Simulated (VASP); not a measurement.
# Si: single point with LDA

Si:

```
Si
1.0
     3.62415    0.00000    0.00000
    -1.81207    3.44611    0.00000
     0.00000    0.00000    6.28869
Si
4
Direct
  0.33333 0.66667 0.06304
  0.66667 0.33333 0.56304
  0.33333 0.66667 0.43696
  0.66667 0.33333 0.93696
```

This cell differs from its parent crystal: engineering shear strain xy +0.0000, strain +e along x and -e along y -0.0467.

- Program: VASP 6.6.1
- Task: single point
- Functional: LDA
- Potentials or basis: VASP PAW LDA potentials, release 64 (Si)
- Cutoff: 520 eV
- k mesh: 12 × 12 × 6
- Occupations: gaussian, width 0.03 eV
- Spin: no spin polarisation

```json
{"Pressure": "0.7 GPa", "Largest force": "0.693 eV/Å", "Band gap on the k mesh": "zero (bands 8 and 9 overlap by 0.27 eV)"}
```

Forces in eV/Å, atoms in the order of the input:
```
Si   0.000  0.689  0.074
Si   0.000 -0.689  0.074
Si   0.000  0.689 -0.074
Si   0.000 -0.689 -0.074
```

Stress tensor (GPa, compression positive):
```
 9.16  0.00  0.00
 0.00 -7.00  0.00
 0.00  0.00  0.07
```

Levels at points of the mesh, in eV from the Fermi level:
| k point | band 5 | band 6 | band 7 | band 8 | band 9 | band 10 | band 11 | band 12 |
| --- | --- | --- | --- | --- | --- | --- | --- | --- |
| (0.00, 0.00, 0.00) | -1.32 | -0.45 | -0.28 | 0.18 | 0.39 | 1.98 | 2.19 | 2.42 |
| (0.50, 0.00, 0.00) | -4.78 | -3.55 | -3.08 | -1.77 | -0.09 | 1.85 | 2.71 | 2.72 |
| (0.00, 0.50, 0.00) | -5.04 | -3.19 | -2.57 | -0.96 | 0.88 | 2.88 | 3.00 | 3.55 |
| (0.00, 0.00, 0.50) | -1.26 | -1.26 | -0.74 | -0.74 | 1.27 | 1.27 | 2.83 | 2.83 |
| (0.50, 0.00, 0.50) | -2.85 | -2.85 | -2.48 | -2.48 | 0.47 | 0.47 | 1.49 | 1.49 |
| (0.00, 0.50, 0.50) | -2.73 | -2.73 | -1.94 | -1.94 | 1.07 | 1.07 | 1.73 | 1.73 |

Wall time 120 s on 1 thread of Intel(R) Xeon(R) Platinum 8488C (Sapphire Rapids), on a shared host, peak memory 0.26 GiB.

Caveat: the cell differs from its parent crystal (engineering shear strain xy +0.0000, strain +e along x and -e along y -0.0467); semilocal functionals underestimate gaps, so a narrow gap can read as zero.
